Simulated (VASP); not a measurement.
NaMo:

```
CELL_PARAMETERS angstrom
3.04739 0.00000 0.00000
0.00000 3.04739 0.00000
0.00000 0.00000 3.99426
ATOMIC_POSITIONS crystal
Na 0.50000 0.50000 0.50000
Mo 0.00000 0.00000 0.00000
```

| Property | Result |
| --- | --- |
| Program | VASP 6.6.1 |
| Task | relaxation of cell and atoms |
| Functional | PBE |
| Potentials or basis | VASP PAW PBE potentials, release 64 (Na_pv, Mo_sv) |
| Cutoff | 600 eV |
| k mesh | 18 × 18 × 14 |
| Occupations | gaussian, width 0.1 eV |
| Spin | no spin polarisation |

At the start: pressure -1.4 GPa; volume 18.55 Å³/atom.

Problem. Where does the relaxation end?

Solution. Over 21 steps the energy falls by 726.7 meV/atom and the volume is 18.85 Å³/atom (+1.6 %); space group P4/mmm (No. 123, to 0.1 Å) before and after.

The path:
```tsv
step	energy change (eV)	largest force (eV/Å)	pressure (GPa)	volume (Å³)
1	0.0000	0.0000	-1.40	37.09
2	-0.4075	0.0000	0.59	36.06
3	-1.0901	0.0000	21.94	31.31
4	-1.1501	0.0000	11.29	32.94
5	-1.1689	0.0000	16.52	32.04
6	-1.3116	0.0000	12.29	33.52
7	-1.3225	0.0000	9.72	34.97
8	-1.3324	0.0000	10.50	34.43
9	-1.4246	0.0000	4.79	35.95
10	-1.4513	0.0000	-0.77	37.92
11	-1.4528	0.0000	0.12	37.56
12	-1.4528	0.0000	0.28	37.49
13	-1.4530	0.0000	0.24	37.54
14	-1.4532	0.0000	0.16	37.59
15	-1.4533	0.0000	0.00	37.71
16	-1.4533	0.0000	0.08	37.66
17	-1.4533	0.0000	0.08	37.67
18	-1.4533	0.0000	0.03	37.69
19	-1.4533	0.0000	0.08	37.67
20	-1.4533	0.0000	0.07	37.67
21	-1.4533	0.0000	0.01	37.70
```

Final structure:
```cif
data_structure
_symmetry_space_group_name_H-M 'P 1'
_symmetry_Int_Tables_number 1
_cell_length_a 2.6009
_cell_length_b 2.6009
_cell_length_c 5.5728
_cell_angle_alpha 90.000
_cell_angle_beta 90.000
_cell_angle_gamma 90.000
_cell_volume 37.70
loop_
_atom_site_label
_atom_site_type_symbol
_atom_site_fract_x
_atom_site_fract_y
_atom_site_fract_z
_atom_site_occupancy
Na1 Na 0.50000 0.50000 0.50000 1
Mo1 Mo 0.00000 0.00000 0.00000 1
```

Caveat: a cell axis changed by over 15 % at a fixed basis, so the end point is rough.
